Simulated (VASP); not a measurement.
**GaP: vibrations by perturbation theory with PBE**

Crystal: GaP.

```
CELL_PARAMETERS angstrom
0.00000 2.72525 2.72525
2.72525 0.00000 2.72525
2.72525 2.72525 0.00000
ATOMIC_POSITIONS crystal
Ga 0.00000 0.00000 0.00000
P 0.75000 0.75000 0.75000
```

- Program: VASP 6.6.1
- Task: vibrations by perturbation theory
- Functional: PBE
- Potentials or basis: VASP PAW PBE potentials, release 64 (Ga_d, P)
- Cutoff: 520 eV
- k mesh: 6 × 6 × 6
- Occupations: fermi-dirac, width 0.05 eV
- Spin: no spin polarisation
- Dipole correction: no
- Further INCAR settings: ALGO = Normal; EDIFF = 1e-08; NBANDS = 16; IBRION = 8; NSW = 1

- Highest phonon frequency at Γ, LO-TO splitting left out: 357 cm⁻¹

Phonon frequencies in cm⁻¹ (negative: imaginary):
| q point | frequencies |
| --- | --- |
| (0.000, 0.000, 0.000) | 0 0 0 357 357 357 |

Wall time 3.9 min on 1 thread of AMD EPYC 7R13 (shared host), peak memory 0.2 GiB.

Caveat: the cell wasn't relaxed at this level first, which shifts response properties.
